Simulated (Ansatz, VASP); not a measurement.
**One calculation of HfO2, two programs**

File INCAR:

```
SYSTEM = HfO2
  PREC = Accurate
  ENCUT = 520
  EDIFF = 1E-6
  ISMEAR = 0
  SIGMA = 0.05
  LREAL = .False.
  LASPH = .True.
  NELM = 60
  ALGO = Normal
  ISIF = 2
  LWAVE = .False.
  LCHARG = .False.
  GGA = PS
  NBANDS = 18
```

The input KPOINTS:

```
Automatic mesh
0
Gamma
  8 8 8
  0 0 0
```

Contents of POSCAR:

```
HfO2
1.0
    0.0000000000      2.4615937500      2.5575000000
    2.6534062500      0.0000000000      2.5575000000
    2.6534062500      2.4615937500      0.0000000000
Hf O
1 2
Direct
    0.0000000000      0.0000000000      0.0000000000
    0.2500000000      0.2500000000      0.2500000000
    0.7500000000      0.7500000000      0.7500000000
```

Input for Ansatz:

```yaml
crystal:
  lattice:
    - [0.0, 2.46159375, 2.5575]
    - [2.65340625, 0.0, 2.5575]
    - [2.65340625, 2.46159375, 0.0]
  atoms:
    - { symbol: Hf, position: [0.0, 0.0, 0.0] }
    - { symbol: O, position: [0.25, 0.25, 0.25] }
    - { symbol: O, position: [0.75, 0.75, 0.75] }
basis:
  ecutwfc: 420
kpoints:
  mp_grid: { grid: [8, 8, 8] }
hamiltonian:
  xc: pbesol
scf:
  occupations: { method: gaussian, width: 0.05 }
output:
  forces: true
  stress: true
  eigenvalues: true
```

Change from the starting cell: strain +0.0375 x Voigt [1, -1, 0, 0, 0, 0], atoms carried along.

Alike in both runs: task single point; functional PBEsol; k mesh 8 × 8 × 8; occupations gaussian, width 0.05 eV; no spin polarisation.

|  | VASP | Ansatz |
| --- | --- | --- |
| version | VASP 6.6.1 | Ansatz 0.2.0 |
| potentials or method | VASP PAW PBE potentials, release 64 (Hf_pv, O), cutoff 520 eV | scalar-relativistic, plane waves, PAW |
| valence electrons in the cell | 22 | 38 |

Ansatz gave:

```
gap on the k mesh at the Fermi level (eV)                     : 2.81
least direct gap on the mesh (eV)                             : 3.06
pressure (GPa)                                                : -9.7
traceless stress, the component that is largest in VASP (GPa) : 16.77
```

Q: Which values does VASP return?

A: gap on the k mesh at the Fermi level (eV): 2.81; least direct gap on the mesh (eV): 3.06; pressure (GPa): -13.0; traceless stress, the component that is largest in VASP (GPa): 17.06.

VASP's potentials were made for PBE, not for PBEsol. VASP's potentials hold 22 valence electrons a cell and Ansatz's 38, so a difference there can come from the potentials and not from the codes.

Spin-orbit coupling is off throughout.
